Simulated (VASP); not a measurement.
# Ti (P6_3/mmc) in VASP: a series of runs

Runs on Ti. Level: r2SCAN. Tasks: single point.

All numbers are computed with VASP 6.6.1; they aren't measurements. Logs are shortened: lines on timing, memory, paths and dates and some standing lists are left out, and cuts for length are marked.

## (1) The cell of the first run

Symmetry: P6_3/mmc, No. 194, hexagonal system. Conventional cell: a = 2.936 Å, b = 2.936 Å, c = 4.641 Å, α = 90.00°, β = 90.00°, γ = 120.00°. Ti (site symmetry -6m2) has 12 Ti at 2.87 to 2.94 Å within 3.8 Å.

## (2) Single point, r2SCAN

POSCAR

```
Ti
1.0
    2.9362980994      0.0000000000      0.0000000000
   -1.4681490497      2.5429087472      0.0000000000
    0.0000000000      0.0000000000      4.6411792873
Ti
2
Direct
    0.3333333333      0.6666666667      0.2500000000
    0.6666666667      0.3333333333      0.7500000000
```

INCAR.step1

```
SYSTEM = Ti
  ALGO = Normal
  EDIFF = 1E-4
  ENCUT = 520
  GGA = PE
  ISMEAR = -1
  LASPH = .True.
  LCHARG = .False.
  LREAL = .False.
  LWAVE = .True.
  NBANDS = 19
  NELM = 100
  PREC = Accurate
  SIGMA = 0.1
```

INCAR.step2

```
SYSTEM = Ti
  ALGO = Normal
  EDIFF = 1E-6
  ENCUT = 520
  ISIF = 2
  ISMEAR = -1
  ISTART = 1
  LASPH = .True.
  LCHARG = .True.
  LELF = .True.
  LMIXTAU = .True.
  LREAL = .False.
  LVHAR = .True.
  LWAVE = .False.
  METAGGA = R2SCAN
  NBANDS = 19
  NELM = 100
  PREC = Accurate
  SIGMA = 0.1
```

KPOINTS

```
k-points
0
Gamma
  18 18 10
  0 0 0
```

Potentials or basis: VASP PAW PBE potentials, release 64 (Ti_sv).

On the command line:

```console
> cat potpaw_PBE.64/Ti_sv/POTCAR > POTCAR
> cp INCAR.step1 INCAR
> mpirun -np 1 vasp_std > vasp.out
> cp INCAR.step2 INCAR
> mpirun -np 1 vasp_std > vasp.out
```

OUTCAR:

```text
SYSTEM = Ti
   EDIFF = 1E-6
   ENCUT = 520
   ISIF = 2
   ISMEAR = -1
   ISTART = 1
   LASPH = .True.
   LREAL = .False.
   METAGGA = R2SCAN
   NELM = 100
   PREC = Accurate

 ion  position               nearest neighbor table
   1  0.333  0.667  0.250-   2 2.87   2 2.87   2 2.87   2 2.87   2 2.87   2 2.87
   2  0.667  0.333  0.750-   1 2.87   1 2.87   1 2.87   1 2.87   1 2.87   1 2.87

  LATTYP: Found a hexagonal cell.
 ALAT       =     2.9362980994
 C/A-ratio  =     1.5806226514

  Lattice vectors:

 A1 = (   2.9362980994,   0.0000000000,   0.0000000000)
 A2 = (  -1.4681490497,   2.5429087472,   0.0000000000)
 A3 = (   0.0000000000,   0.0000000000,   4.6411792873)

Analysis of symmetry for initial positions (statically):
=====================================================================
 Subroutine PRICEL returns:
 Original cell was already a primitive cell.

 Routine SETGRP: Setting up the symmetry group for a
 hexagonal supercell.

 Subroutine GETGRP returns: Found 24 space group operations
 (whereof 12 operations were pure point group operations)
 out of a pool of 24 trial point group operations.

The static configuration has the point symmetry D_3d.
 The point group associated with its full space group is D_6h.

Analysis of symmetry for dynamics (positions and initial velocities):
=====================================================================
 Subroutine PRICEL returns:
 Original cell was already a primitive cell.

 Routine SETGRP: Setting up the symmetry group for a
 hexagonal supercell.

 Subroutine GETGRP returns: Found 24 space group operations
 (whereof 12 operations were pure point group operations)
 out of a pool of 24 trial point group operations.

The dynamic configuration has the point symmetry D_3d.
 The point group associated with its full space group is D_6h.

 Subroutine INISYM returns: Found 24 space group operations
 (whereof 12 operations are pure point group operations),
 and found     1 'primitive' translations

----------------------------------------------------------------------------------------

                                     Primitive cell

  volume of cell :      34.6545

  direct lattice vectors                    reciprocal lattice vectors
     2.936298099  0.000000000  0.000000000     0.340564877  0.196625223  0.000000000
    -1.468149050  2.542908747  0.000000000     0.000000000  0.393250446  0.000000000
     0.000000000  0.000000000  4.641179287     0.000000000  0.000000000  0.215462480

  length of vectors
     2.936298099  2.936298099  4.641179287     0.393250446  0.393250446  0.215462480

  position of ions in fractional coordinates (direct lattice)
     0.333333333  0.666666667  0.250000000
     0.666666667  0.333333333  0.750000000

  ion indices of the primitive-cell ions
   primitive index   ion index
                 1           1
                 2           2

----------------------------------------------------------------------------------------

 KPOINTS: k-points

Automatic generation of k-mesh.
 Grid dimensions read from file:
 generate k-points for:   18   18   10

 Generating k-lattice:

  Cartesian coordinates                     Fractional coordinates (reciprocal lattice)
     0.018920271  0.010923624  0.000000000     0.055555556 -0.000000000  0.000000000
     0.000000000  0.021847247  0.000000000     0.000000000  0.055555556  0.000000000
     0.000000000  0.000000000  0.021546248     0.000000000  0.000000000  0.100000000

  Length of vectors
     0.021847247  0.021847247  0.021546248

  Shift w.r.t. Gamma in fractional coordinates (k-lattice)
     0.000000000  0.000000000  0.000000000

 Subroutine IBZKPT returns following result:
 ===========================================

 Found    222 irreducible k-points:

 Following reciprocal coordinates:
            Coordinates               Weight
  0.000000  0.000000  0.000000      1.000000
  0.055556  0.000000  0.000000      6.000000
  0.111111  0.000000  0.000000      6.000000
  0.166667  0.000000  0.000000      6.000000
  0.222222  0.000000  0.000000      6.000000
  0.277778  0.000000  0.000000      6.000000
[... 16 lines left out ...]
  0.333333  0.111111  0.000000     12.000000
  0.388889  0.111111  0.000000     12.000000
 [... further k-points ...]
   k-points           NKPTS =    222   k-points in BZ     NKDIM =    222   number of bands    NBANDS=     19
   number of dos      NEDOS =    301   number of ions     NIONS =      2
   total plane-waves  NPLWV =  20736
   dimension x,y,z NGX =    24 NGY =   24 NGZ =   36
   dimension x,y,z NGXF=    48 NGYF=   48 NGZF=   72
   ions per type =               2
   NGX,Y,Z   is equivalent  to a cutoff of  13.59, 13.59, 12.90 a.u.
   NGXF,Y,Z  is equivalent  to a cutoff of  27.18, 27.18, 25.79 a.u.
 SYSTEM =  Ti
   PREC   = accura    normal or accurate (medium, high low for compatibility)
   ISTART =      1    job   : 0-new  1-cont  2-samecut
   ICHARG =      0    charge: 1-file 2-atom 10-const
   ISPIN  =      1    spin polarized calculation?
   LNONCOLLINEAR =      F non collinear calculations
   LSORBIT =      F    spin-orbit coupling
   LASPH  =      T    aspherical Exc in radial PAW
   ENCUT  =  520.0 eV  38.22 Ry    6.18 a.u.   5.46  5.46  8.63*2*pi/ulx,y,z
   NELM   =    100;   NELMIN=  2; NELMDL=  0     # of ELM steps
   EDIFF  = 0.1E-05   stopping-criterion for ELM
   LREAL  =      F    real-space projection
   EDIFFG = 0.1E-04   stopping-criterion for IOM
   NSW    =      0    number of steps for IOM
   IBRION =     -1    ionic relax: 0-MD 1-quasi-New 2-CG
   NFREE  =      0    steps in history (QN), initial steepest desc. (CG)
   ISIF   =      2    stress and relaxation
   ISYM   =      2    0-nonsym 1-usesym 2-fastsym
   POTIM  = 0.5000    time-step for ionic-motion
   TEBEG  =    0.0;   TEEND  =   0.0 temperature during run
   PSTRESS=    0.0 pullay stress
   NELECT =      24.0000    total number of electrons
   NUPDOWN=      -1.0000    fix difference up-down
   EMIN   =  10.00;   EMAX   =-10.00  energy-range for DOS
   EFERMI =   0.00;   METHOD = LEGACY
   ISMEAR =    -1;   SIGMA  =   0.10  broadening in eV -4-tet -1-fermi 0-gaus
   EFERMI_NEDOS =   21; number of points for ismear=-14 and -15
   IALGO  =     38    algorithm
   IMIX   =      4    mixing-type and parameters
     AMIX     =   0.40;   BMIX     =  1.00
     AMIX_MAG =   1.60;   BMIX_MAG =  1.00
  volume/ion in A,a.u.               =      17.33       116.93
  Fermi-wavevector in a.u.,A,eV,Ry     =   1.448412  2.737102 28.543631  2.097898
  Thomas-Fermi vector in A             =   2.566256
   LORBIT       =      0    0 simple, 1 ext, 2 COOP (PROOUT), +10 PAW based schemes
   METAGGA = R2SCAN    functional components
   LHFCALC =     F    Hartree Fock is set to
   AEXX    =    0.0000 exact exchange contribution
   IVDW    =     0    specifies the selected vdW correction
   LEPSILON=     F    determine dielectric tensor
   LRPA    =     F    only Hartree local field effects (RPA)
 non-spin polarized calculation
  energy-cutoff  :      520.00
  volume of cell :       34.65
 maximum number of plane-waves:       965
 NGX is ok and might be reduce to    24
   NGX = 11   NGY = 11   NGZ = 17

 number of electron      24.0000002 magnetization

 Free energy of the ion-electron system (eV)
  ---------------------------------------------------
  ext. energy  EPLUGINS =         0.00000000
  ---------------------------------------------------
  free energy    TOTEN  =       -25.93149345 eV

  energy without entropy =      -25.86669627  energy(sigma->0) =      -25.89909486

 E-fermi :   8.4067     XC(G=0): -12.4083

 val. band max:        8.4034073983   @ k =   0.3889   0.2222   0.3000
 cond. band min:       8.4175212122   @ k =   0.1111   0.1111   0.3000
 fundamental gap:      0.0141138139
 Fermi energy:         8.4066781494

 k-point     1 :       0.0000    0.0000    0.0000
  band No.  band energies     occupation
      1     -50.8052      2.00000
      2     -50.6592      2.00000
      3     -26.3680      2.00000
      4     -25.6997      2.00000
      5     -25.6996      2.00000
      6     -25.6223      2.00000
[... 11 lines left out ...]
     18      10.2486      0.00000
     19      11.8205      0.00000

 k-point     2 :       0.0556    0.0000    0.0000
  band No.  band energies     occupation
      1     -50.8019      2.00000
      2     -50.6579      2.00000
      3     -26.3608      2.00000
      4     -25.7143      2.00000
      5     -25.7046      2.00000
      6     -25.6252      2.00000
[... 11 lines left out ...]
     18      10.1957      0.00000
     19      11.8493      0.00000

 k-point     3 :       0.1111    0.0000    0.0000
  band No.  band energies     occupation
      1     -50.7925      2.00000
      2     -50.6543      2.00000
      3     -26.3396      2.00000
      4     -25.7566      2.00000
      5     -25.7186      2.00000
      6     -25.6541      2.00000
[... 11 lines left out ...]
     18      10.0548      0.00000
     19      11.9214      0.00000

 k-point     4 :       0.1667    0.0000    0.0000
  band No.  band energies     occupation
      1     -50.7778      2.00000
      2     -50.6490      2.00000
      3     -26.3059      2.00000
      4     -25.8219      2.00000
      5     -25.7394      2.00000
      6     -25.7196      2.00000
[... 11 lines left out ...]
     18      10.3128      0.00000
     19      12.0091      0.00000

 k-point     5 :       0.2222    0.0000    0.0000
  band No.  band energies     occupation
      1     -50.7592      2.00000
      2     -50.6432      2.00000
      3     -26.2618      2.00000
      4     -25.9026      2.00000
      5     -25.7980      2.00000
      6     -25.7641      2.00000
[... 11 lines left out ...]
     18      10.6531      0.00000
     19      12.0917      0.00000
[... 334 lines left out ...]
      2     -50.6363      2.00000
      3     -26.1935      2.00000
      4     -25.9856      2.00000
      5     -25.9215      2.00000
      6     -25.7864      2.00000
[... 11 lines left out ...]
     18      11.3821      0.00000
     19      12.1061      0.00000

 k-point    22 :       0.2778    0.1111    0.0000
  band No.  band energies     occupation
      1     -50.7120      2.00000
      2     -50.6331      2.00000
      3     -26.1398      2.00000
      4     -26.0619      2.00000
      5     -25.9724      2.00000
      6     -25.8236      2.00000
[... 11 lines left out ...]
     18      11.8597      0.00000
     19      12.1392      0.00000

 k-point    23 :       0.3333    0.1111    0.0000
  band No.  band energies     occupation
      1     -50.6941      2.00000
      2     -50.6321      2.00000
      3     -26.1242      2.00000
      4     -26.0877      2.00000
      5     -26.0133      2.00000
      6     -25.8538      2.00000
[... 11 lines left out ...]
     18      12.1613      0.00000
     19      12.3502      0.00000

 k-point    24 :       0.3889    0.1111    0.0000
  band No.  band energies     occupation
      1     -50.6808      2.00000
      2     -50.6330      2.00000
      3     -26.1647      2.00000
      4     -26.0456      2.00000
      5     -26.0399      2.00000
      6     -25.8733      2.00000
[... 11 lines left out ...]
     18      12.1736      0.00000
     19      12.8369      0.00000

 [... further k-points ...]

------------------------ aborting loop because EDIFF is reached ----------------------------------------

  FORCE on cell =-STRESS in cart. coord.  units (eV):
  Direction    XX          YY          ZZ          XY          YZ          ZX
  --------------------------------------------------------------------------------------
  -------------------------------------------------------------------------------------
  Total        0.0734328      0.0734328      0.0716229     -0.0000000      0.0000000      0.0000000
  in kB        3.3950148      3.3950148      3.3113350     -0.0000000      0.0000000      0.0000000
  external PRESSURE =       3.3671216 kB  Pullay stress =       0.0000000 kB

 VOLUME and BASIS-vectors are now :
 -----------------------------------------------------------------------------
  energy-cutoff  :      520.00
  volume of cell :       34.65
      direct lattice vectors                 reciprocal lattice vectors
     2.936298099  0.000000000  0.000000000     0.340564877  0.196625223  0.000000000
    -1.468149050  2.542908747  0.000000000     0.000000000  0.393250446  0.000000000
     0.000000000  0.000000000  4.641179287     0.000000000  0.000000000  0.215462480

 POSITION                                       TOTAL-FORCE (eV/Angst)
 -----------------------------------------------------------------------------------
     -0.00000      1.69527      1.16029         0.000000      0.000000      0.000000
      1.46815      0.84764      3.48088        -0.000000      0.000000      0.000000
 -----------------------------------------------------------------------------------
    total drift:                               -0.000000      0.000000     -0.000000

  FREE ENERGIE OF THE ION-ELECTRON SYSTEM (eV)
  ---------------------------------------------------
  free  energy   TOTEN  =       -25.9314934501 eV

  energy  without entropy=      -25.8666962663  energy(sigma->0) =      -25.89909486
```

Wall time 6.2 min (1 thread of AMD EPYC 9R45 (Zen 5), shared host); peak memory 0.22 GiB.

Results:

```yaml
Free_energy: -25.9315 eV
Pressure: 0.3 GPa
Band_gap_on_the_k_mesh: zero (bands 12 and 13 overlap by 1.23 eV)
```

Levels at points of the mesh, in eV from the Fermi level:
```
           k point  band 10  band 11  band 12  band 13  band 14  band 15
(0.00, 0.00, 0.00)    -2.85     0.61     0.88     0.88     1.01     1.42
(0.50, 0.00, 0.00)    -2.27    -1.92    -0.83     0.63     0.73     1.30
(0.00, 0.00, 0.50)    -4.66     0.09     0.09     0.80     0.80     0.80
(0.50, 0.00, 0.50)    -2.67    -0.85    -0.85     1.27     1.27     1.93
```

Caveat: the PAW data sets were made with another functional, which shifts forces and pressure a little.

## (3) Single point, r2SCAN

POSCAR is that of step 2.

INCAR.step1

```
ALGO = Normal
EDIFF = 1E-4
ENCUT = 520
GGA = PE
ISMEAR = -1
LASPH = T
LCHARG = F
LREAL = F
LWAVE = T
NBANDS = 19
NELM = 60
PREC = Accurate
SIGMA = 0.1
```

INCAR.step2

```
ALGO = Normal
EDIFF = 1E-6
ENCUT = 520
ISIF = 2
ISMEAR = -1
ISTART = 1
LASPH = T
LCHARG = T
LELF = T
LMIXTAU = T
LREAL = F
LVHAR = T
LWAVE = F
METAGGA = R2SCAN
NBANDS = 19
NELM = 60
PREC = Accurate
SIGMA = 0.1
```

KPOINTS

```
k-points
0
Gamma
  18 18 10
```

Potentials or basis: VASP PAW PBE potentials, release 64 (Ti_sv).

On the command line:

```console
> cat potpaw_PBE.64/Ti_sv/POTCAR > POTCAR
> cp INCAR.step1 INCAR
> mpirun -np 1 vasp_std > vasp.out
> cp INCAR.step2 INCAR
> mpirun -np 1 vasp_std > vasp.out
```

Wall time 6.2 min (1 thread of AMD EPYC 9R45 (Zen 5), shared host); peak memory 0.22 GiB.

It converged, with:

| Item | Value |
| --- | --- |
| Free energy | -25.9315 eV |
| Pressure | 0.3 GPa |
| Band gap on the k mesh | zero (bands 12 and 13 overlap by 1.23 eV) |

Levels at points of the mesh, in eV from the Fermi level:
```
           k point  band 10  band 11  band 12  band 13  band 14  band 15
(0.00, 0.00, 0.00)    -2.85     0.61     0.88     0.88     1.01     1.42
(0.50, 0.00, 0.00)    -2.27    -1.92    -0.83     0.63     0.73     1.30
(0.00, 0.00, 0.50)    -4.66     0.09     0.09     0.80     0.80     0.80
(0.50, 0.00, 0.50)    -2.67    -0.85    -0.85     1.27     1.27     1.93
```

Caveat: the PAW data sets were made with another functional, which shifts forces and pressure a little.
